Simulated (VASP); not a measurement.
# NaH (Immm) in VASP: notebook

The runs below take NaH through single point, with r2SCAN.

Everything below comes from runs of VASP 6.6.1. Logs are shortened: lines on timing, memory, paths and dates and some standing lists are left out, and cuts for length are marked.

## 1. The cell of the first run

Symmetry: Immm, No. 71, orthorhombic system. The conventional cell has a = 3.009 Å, b = 3.771 Å, c = 4.794 Å, α = 90.00°, β = 90.00°, γ = 90.00°. Within 3.2 Å of Na (site symmetry mmm) lie 6 H at 2.40 to 2.41 Å and 2 Na at 3.01 Å. Within 3.2 Å of H (site symmetry mmm) lie 6 Na at 2.40 to 2.41 Å and 2 H at 3.01 Å.

## 2. Single point, r2SCAN (engineering shear strain xy -0.2250, normal strain along z +0.0000)

POSCAR

```
NaH
1.0
   -0.2696660593      2.3970316378      2.3970316378
    2.3970316378     -0.2696660593      2.3970316378
    2.1273655785      2.1273655785      0.0000000000
Na H
1 1
Direct
    0.0000000000      0.0000000000      0.0000000000
    0.5000000000      0.5000000000      0.5000000000
```

INCAR.step1

```
SYSTEM = NaH
PREC = Accurate
ENCUT = 520
ISMEAR = -1
SIGMA = 0.2
LREAL = .False.
LASPH = .True.
NELM = 100
NBANDS = 11
GGA = PE
ALGO = Normal
EDIFF = 1E-4
LWAVE = .True.
LCHARG = .False.
```

INCAR.step2

```
SYSTEM = NaH
PREC = Accurate
ENCUT = 520
EDIFF = 1E-6
ISMEAR = -1
SIGMA = 0.2
LREAL = .False.
LASPH = .True.
NELM = 100
ALGO = Normal
ISIF = 2
LWAVE = .False.
LCHARG = .False.
METAGGA = R2SCAN
LMIXTAU = .True.
NBANDS = 11
ISTART = 1
```

KPOINTS

```
Automatic mesh
0
Gamma
  8 8 8
  0 0 0
```

Potentials or basis: VASP PAW PBE potentials, release 64 (Na_pv, H).

Started as:

```console
> cat potpaw_PBE.64/Na_pv/POTCAR potpaw_PBE.64/H/POTCAR > POTCAR
> cp INCAR.step1 INCAR
> mpirun -np 1 vasp_std > vasp.out
> cp INCAR.step2 INCAR
> mpirun -np 1 vasp_std > vasp.out
```

OUTCAR:

```text
SYSTEM = NaH
   PREC = Accurate
   ENCUT = 520
   EDIFF = 1E-6
   ISMEAR = -1
   LREAL = .False.
   LASPH = .True.
   NELM = 100
   ISIF = 2
   METAGGA = R2SCAN
   ISTART = 1

 ion  position               nearest neighbor table
   1  0.000  0.000  0.000-
   2  0.500  0.500  0.500-

  LATTYP: Found a body centered orthorhombic cell.
 ALAT       =     3.0085492532
 B/A-ratio  =     1.2535211268
 C/A-ratio  =     1.5934800703

  Lattice vectors:

 A1 = (   0.2696660593,  -2.3970316378,  -2.3970316378)
 A2 = (  -0.2696660593,   2.3970316378,  -2.3970316378)
 A3 = (   2.3970316378,  -0.2696660593,   2.3970316378)

Analysis of symmetry for initial positions (statically):
=====================================================================
 Subroutine PRICEL returns:
 Original cell was already a primitive cell.

 Routine SETGRP: Setting up the symmetry group for a
 body centered orthorhombic supercell.

 Subroutine GETGRP returns: Found  8 space group operations
 (whereof  8 operations were pure point group operations)
 out of a pool of  8 trial point group operations.

The static configuration has the point symmetry D_2h.

Analysis of symmetry for dynamics (positions and initial velocities):
=====================================================================
 Subroutine PRICEL returns:
 Original cell was already a primitive cell.

 Routine SETGRP: Setting up the symmetry group for a
 body centered orthorhombic supercell.

 Subroutine GETGRP returns: Found  8 space group operations
 (whereof  8 operations were pure point group operations)
 out of a pool of  8 trial point group operations.

The dynamic configuration has the point symmetry D_2h.

 Subroutine INISYM returns: Found  8 space group operations
 (whereof  8 operations are pure point group operations),
 and found     1 'primitive' translations

----------------------------------------------------------------------------------------

                                     Primitive cell

  volume of cell :      27.1969

  direct lattice vectors                    reciprocal lattice vectors
    -0.269666059  2.397031638  2.397031638    -0.187497818  0.187497818  0.208591323
     2.397031638 -0.269666059  2.397031638     0.187497818 -0.187497818  0.208591323
     2.127365579  2.127365579  0.000000000     0.235032476  0.235032476 -0.208591323

  length of vectors
     3.400623638  3.400623638  3.008549253     0.337373982  0.337373982  0.392416704

  position of ions in fractional coordinates (direct lattice)
     0.000000000  0.000000000  0.000000000
     0.500000000  0.500000000  0.500000000

  ion indices of the primitive-cell ions
   primitive index   ion index
                 1           1
                 2           2

----------------------------------------------------------------------------------------

 KPOINTS: Automatic mesh

Automatic generation of k-mesh.
 Grid dimensions read from file:
 generate k-points for:    8    8    8

 Generating k-lattice:

  Cartesian coordinates                     Fractional coordinates (reciprocal lattice)
    -0.023437227  0.023437227  0.026073915     0.125000000  0.000000000  0.000000000
     0.023437227 -0.023437227  0.026073915     0.000000000  0.125000000  0.000000000
     0.029379060  0.029379060 -0.026073915     0.000000000  0.000000000  0.125000000

  Length of vectors
     0.042171748  0.042171748  0.049052088

  Shift w.r.t. Gamma in fractional coordinates (k-lattice)
     0.000000000  0.000000000  0.000000000

 Subroutine IBZKPT returns following result:
 ===========================================

 Found     95 irreducible k-points:

 Following reciprocal coordinates:
            Coordinates               Weight
  0.000000  0.000000  0.000000      1.000000
  0.125000  0.000000  0.000000      4.000000
  0.250000  0.000000  0.000000      4.000000
  0.375000  0.000000  0.000000      4.000000
  0.500000  0.000000  0.000000      2.000000
  0.125000  0.125000  0.000000      2.000000
[... 16 lines left out ...]
  0.125000 -0.000000  0.125000      4.000000
  0.250000  0.000000  0.125000      8.000000
 [... further k-points ...]
   k-points           NKPTS =     95   k-points in BZ     NKDIM =     95   number of bands    NBANDS=     11
   number of dos      NEDOS =    301   number of ions     NIONS =      2
   total plane-waves  NPLWV =  18816
   dimension x,y,z NGX =    28 NGY =   28 NGZ =   24
   dimension x,y,z NGXF=    56 NGYF=   56 NGZF=   48
   ions per type =               1   1
   NGX,Y,Z   is equivalent  to a cutoff of  13.69, 13.69, 13.26 a.u.
   NGXF,Y,Z  is equivalent  to a cutoff of  27.38, 27.38, 26.52 a.u.
 SYSTEM =  NaH
   PREC   = accura    normal or accurate (medium, high low for compatibility)
   ISTART =      1    job   : 0-new  1-cont  2-samecut
   ICHARG =      0    charge: 1-file 2-atom 10-const
   ISPIN  =      1    spin polarized calculation?
   LNONCOLLINEAR =      F non collinear calculations
   LSORBIT =      F    spin-orbit coupling
   LASPH  =      T    aspherical Exc in radial PAW
   ENCUT  =  520.0 eV  38.22 Ry    6.18 a.u.   6.32  6.32  5.59*2*pi/ulx,y,z
   NELM   =    100;   NELMIN=  2; NELMDL=  0     # of ELM steps
   EDIFF  = 0.1E-05   stopping-criterion for ELM
   LREAL  =      F    real-space projection
   EDIFFG = 0.1E-04   stopping-criterion for IOM
   NSW    =      0    number of steps for IOM
   IBRION =     -1    ionic relax: 0-MD 1-quasi-New 2-CG
   NFREE  =      0    steps in history (QN), initial steepest desc. (CG)
   ISIF   =      2    stress and relaxation
   ISYM   =      2    0-nonsym 1-usesym 2-fastsym
   POTIM  = 0.5000    time-step for ionic-motion
   TEBEG  =    0.0;   TEEND  =   0.0 temperature during run
   PSTRESS=    0.0 pullay stress
   NELECT =       8.0000    total number of electrons
   NUPDOWN=      -1.0000    fix difference up-down
   EMIN   =  10.00;   EMAX   =-10.00  energy-range for DOS
   EFERMI =   0.00;   METHOD = LEGACY
   ISMEAR =    -1;   SIGMA  =   0.20  broadening in eV -4-tet -1-fermi 0-gaus
   EFERMI_NEDOS =   21; number of points for ismear=-14 and -15
   IALGO  =     38    algorithm
   IMIX   =      4    mixing-type and parameters
     AMIX     =   0.40;   BMIX     =  1.00
     AMIX_MAG =   1.60;   BMIX_MAG =  1.00
  volume/ion in A,a.u.               =      13.60        91.77
  Fermi-wavevector in a.u.,A,eV,Ry     =   1.088759  2.057455 16.128282  1.185395
  Thomas-Fermi vector in A             =   2.224947
   LORBIT       =      0    0 simple, 1 ext, 2 COOP (PROOUT), +10 PAW based schemes
   METAGGA = R2SCAN    functional components
   LHFCALC =     F    Hartree Fock is set to
   AEXX    =    0.0000 exact exchange contribution
   IVDW    =     0    specifies the selected vdW correction
   LEPSILON=     F    determine dielectric tensor
   LRPA    =     F    only Hartree local field effects (RPA)
 non-spin polarized calculation
  energy-cutoff  :      520.00
  volume of cell :       27.20
 maximum number of plane-waves:       746
 NGX is ok and might be reduce to    28
   NGX = 13   NGY = 13   NGZ = 11

 number of electron       8.0000004 magnetization

 Free energy of the ion-electron system (eV)
  ---------------------------------------------------
  ext. energy  EPLUGINS =         0.00000000
  ---------------------------------------------------
  free energy    TOTEN  =        -7.49414208 eV

  energy without entropy =       -7.49410775  energy(sigma->0) =       -7.49412491

 E-fermi :   0.9405     XC(G=0):  -8.2884

 val. band max:       -1.0957901887   @ k =  -0.2500   0.2500   0.5000
 cond. band min:       2.4627232035   @ k =   0.5000   0.0000   0.0000
 fundamental gap:      3.5585133922
 Fermi energy:         0.9404961146

 k-point     1 :       0.0000    0.0000    0.0000
  band No.  band energies     occupation
      1     -24.3108      2.00000
      2     -24.2978      2.00000
      3     -24.2808      2.00000
      4      -4.9618      2.00000
      5       9.8247      0.00000
      6      12.8475      0.00000
      7      13.8540      0.00000
      8      14.2484      0.00000
      9      16.2587      0.00000
     10      18.4067      0.00000
     11      19.3823      0.00000

 k-point     2 :       0.1250    0.0000    0.0000
  band No.  band energies     occupation
      1     -24.3121      2.00000
      2     -24.3060      2.00000
      3     -24.2850      2.00000
      4      -4.7237      2.00000
      5       8.3788      0.00000
      6      11.5501      0.00000
      7      14.1332      0.00000
      8      15.7874      0.00000
      9      17.3571      0.00000
     10      17.5350      0.00000
     11      19.8212      0.00000

 k-point     3 :       0.2500    0.0000    0.0000
  band No.  band energies     occupation
      1     -24.3334      2.00000
      2     -24.3153      2.00000
      3     -24.2874      2.00000
      4      -4.0529      2.00000
      5       5.6992      0.00000
      6      11.1732      0.00000
      7      13.7483      0.00000
      8      16.5006      0.00000
      9      16.5049      0.00000
     10      18.5735      0.00000
     11      19.7402      0.00000

 k-point     4 :       0.3750    0.0000    0.0000
  band No.  band energies     occupation
      1     -24.3625      2.00000
      2     -24.3185      2.00000
      3     -24.2878      2.00000
      4      -3.1396      2.00000
      5       3.4497      0.00001
      6      11.1698      0.00000
      7      13.0303      0.00000
      8      15.8200      0.00000
      9      17.6405      0.00000
     10      18.2842      0.00000
     11      19.5468      0.00000
[... 239 lines left out ...]
 k-point    22 :       0.0000    0.0000    0.1250
  band No.  band energies     occupation
      1     -24.3338      2.00000
      2     -24.3010      2.00000
      3     -24.2814      2.00000
      4      -4.6308      2.00000
      5       9.3129      0.00000
      6      12.0878      0.00000
      7      13.4395      0.00000
      8      14.9791      0.00000
      9      15.0478      0.00000
     10      16.5867      0.00000
     11      18.7894      0.00000

 k-point    23 :       0.1250   -0.0000    0.1250
  band No.  band energies     occupation
      1     -24.3332      2.00000
      2     -24.3011      2.00000
      3     -24.2841      2.00000
      4      -4.5782      2.00000
      5       8.8544      0.00000
      6      11.3804      0.00000
      7      13.8059      0.00000
      8      15.5461      0.00000
      9      15.6490      0.00000
     10      16.5629      0.00000
     11      18.4384      0.00000

 k-point    24 :       0.2500    0.0000    0.1250
  band No.  band energies     occupation
      1     -24.3375      2.00000
      2     -24.3147      2.00000
      3     -24.2909      2.00000
      4      -4.0787      2.00000
      5       6.8148      0.00000
      6      10.0203      0.00000
      7      13.3499      0.00000
      8      16.1772      0.00000
      9      16.5260      0.00000
     10      18.1177      0.00000
     11      20.3092      0.00000

 [... further k-points ...]

------------------------ aborting loop because EDIFF is reached ----------------------------------------

  FORCE on cell =-STRESS in cart. coord.  units (eV):
  Direction    XX          YY          ZZ          XY          YZ          ZX
  --------------------------------------------------------------------------------------
  -------------------------------------------------------------------------------------
  Total        0.1006436      0.1006436     -0.2056438      0.9711762      0.0000000      0.0000000
  in kB        5.9289380      5.9289380    -12.1145280     57.2122391      0.0000000      0.0000000
  external PRESSURE =      -0.0855507 kB  Pullay stress =       0.0000000 kB

 VOLUME and BASIS-vectors are now :
 -----------------------------------------------------------------------------
  energy-cutoff  :      520.00
  volume of cell :       27.20
      direct lattice vectors                 reciprocal lattice vectors
    -0.269666059  2.397031638  2.397031638    -0.187497818  0.187497818  0.208591323
     2.397031638 -0.269666059  2.397031638     0.187497818 -0.187497818  0.208591323
     2.127365579  2.127365579  0.000000000     0.235032476  0.235032476 -0.208591323

 POSITION                                       TOTAL-FORCE (eV/Angst)
 -----------------------------------------------------------------------------------
      0.00000      0.00000      0.00000         0.000000      0.000000     -0.000000
      2.12737      2.12737      2.39703         0.000000      0.000000      0.000000
 -----------------------------------------------------------------------------------
    total drift:                                0.000000      0.000000     -0.000000

  FREE ENERGIE OF THE ION-ELECTRON SYSTEM (eV)
  ---------------------------------------------------
  free  energy   TOTEN  =        -7.4941420819 eV

  energy  without entropy=       -7.4941077479  energy(sigma->0) =       -7.49412491
```

It took 49 s on 1 thread of Intel Xeon 6975P-C (Granite Rapids), shared host; peak memory 0.16 GiB.

What came out:

```
Free energy            : -7.4941 eV
Pressure               : 0.0 GPa
Band gap on the k mesh : 3.56 eV (least direct gap 5.07 eV)
```

Stress tensor (GPa, compression positive):
```
 0.59  5.72  0.00
 5.72  0.59  0.00
 0.00  0.00 -1.21
```

Caveat: the cell differs from its parent crystal (engineering shear strain xy -0.2250, normal strain along z +0.0000); the PAW data sets were made with another functional, which shifts forces and pressure a little.

## 3. Single point, r2SCAN (engineering shear strain xy -0.0750, normal strain along z -0.0175)

POSCAR

```
NaH
1.0
   -0.0898886864      2.3970316378      2.3550835841
    2.3970316378     -0.0898886864      2.3550835841
    2.3071429514      2.3071429514      0.0000000000
Na H
1 1
Direct
    0.0000000000      0.0000000000      0.0000000000
    0.5000000000      0.5000000000      0.5000000000
```

INCAR.step1

```
PREC = Accurate
ENCUT = 520
ISMEAR = -1
SIGMA = 0.2
LREAL = F
LASPH = T
NELM = 100
NBANDS = 11
GGA = PE
ALGO = Normal
EDIFF = 1E-4
LWAVE = T
LCHARG = F
```

INCAR.step2

```
PREC = Accurate
ENCUT = 520
EDIFF = 1E-6
ISMEAR = -1
SIGMA = 0.2
LREAL = F
LASPH = T
NELM = 100
ALGO = Normal
ISIF = 2
LWAVE = F
LCHARG = F
METAGGA = R2SCAN
LMIXTAU = T
NBANDS = 11
ISTART = 1
```

KPOINTS

```
regular mesh
0
Gamma
  8 8 8
```

Potentials or basis: VASP PAW PBE potentials, release 64 (Na_pv, H).

Started as:

```console
> cat potpaw_PBE.64/Na_pv/POTCAR potpaw_PBE.64/H/POTCAR > POTCAR
> cp INCAR.step1 INCAR
> mpirun -np 1 vasp_std > vasp.out
> cp INCAR.step2 INCAR
> mpirun -np 1 vasp_std > vasp.out
```

Wall time 45 s (1 thread of Intel Xeon 6975P-C (Granite Rapids), shared host); peak memory 0.16 GiB.

Results (log left out):

```yaml
Free_energy: -7.5906 eV
Pressure: 0.3 GPa
Band_gap_on_the_k_mesh: 4.21 eV (least direct gap 5.24 eV)
```

Stress tensor (GPa, compression positive):
```
0.07 1.84 0.00
1.84 0.07 0.00
0.00 0.00 0.74
```

Levels at points of the mesh, in eV from the valence-band top:
| k point | band 1 | band 2 | band 3 | band 4 | band 5 | band 6 | band 7 | band 8 |
| --- | --- | --- | --- | --- | --- | --- | --- | --- |
| (0.00, 0.00, 0.00) | -22.86 | -22.84 | -22.84 | -3.68 | 11.74 | 15.77 | 16.82 | 16.85 |
| (0.50, 0.00, 0.00) | -22.94 | -22.87 | -22.85 | -1.03 | 4.21 | 12.28 | 14.30 | 14.82 |
| (0.50, 0.50, 0.00) | -22.93 | -22.89 | -22.89 | -0.15 | 5.41 | 10.56 | 10.59 | 12.51 |
| (0.00, 0.00, 0.50) | -22.97 | -22.86 | -22.86 | -0.69 | 4.66 | 11.66 | 13.35 | 14.30 |
| (0.50, 0.00, 0.50) | -22.95 | -22.88 | -22.88 | -0.20 | 5.21 | 10.93 | 11.74 | 11.75 |

Caveat: the cell differs from its parent crystal (engineering shear strain xy -0.0750, normal strain along z -0.0175); the PAW data sets were made with another functional, which shifts forces and pressure a little.
